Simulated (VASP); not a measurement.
A run of VASP 6.6.1 is set up as follows.

File POSCAR:

```
CdSe
1.0
    0.0000000000      2.8739580000      2.8739580000
    2.8739580000      0.0000000000      2.8739580000
    2.8739580000      2.8739580000      0.0000000000
Cd Se
1 1
Direct
    0.0000000000      0.0000000000      0.0000000000
    0.5000000000      0.5000000000      0.5000000000
```

The input INCAR.step1:

```
SYSTEM = CdSe
ALGO = Normal ; EDIFF = 1E-5
ENCUT = 400 ; GGA = PE
GGA_COMPAT = .False. ; ISIF = 2
ISMEAR = 1 ; LASPH = .True.
LCHARG = .False. ; LREAL = .False.
LWAVE = .True. ; NBANDS = 16
NELM = 120 ; PREC = Accurate
SIGMA = 0.0514
```

The input INCAR.step2:

```
SYSTEM = CdSe
ALGO = Normal ; EDIFF = 1E-6
ENCUT = 400 ; GGA = PE
GGA_COMPAT = .False. ; HFSCREEN = 0.2079
ISIF = 2 ; ISMEAR = 1
ISTART = 1 ; LASPH = .True.
LCHARG = .False. ; LHFCALC = .True.
LREAL = .False. ; LWAVE = .False.
NBANDS = 16 ; NELM = 120
PREC = Accurate ; PRECFOCK = Normal
SIGMA = 0.0514
```

File KPOINTS:

```
k-points
0
Gamma
  4 4 4
  0 0 0
```

Potentials or basis: VASP PAW PBE potentials, release 64 (Cd, Se).

The run is started by

```sh
$ cat potpaw_PBE.64/Cd/POTCAR potpaw_PBE.64/Se/POTCAR > POTCAR
$ cp INCAR.step1 INCAR
$ mpirun -np 1 vasp_std > vasp.out
$ cp INCAR.step2 INCAR
$ mpirun -np 1 vasp_std > vasp.out
```

Predict the pressure.

-1.9 GPa.

What does it give for the band gap on the k mesh?

0.39 eV (least direct gap 1.58 eV).

Caveat: the k points lie up to 0.47 Å⁻¹ apart; the PAW data sets were made with another functional, which shifts forces and pressure a little. A k mesh can miss the band edges.
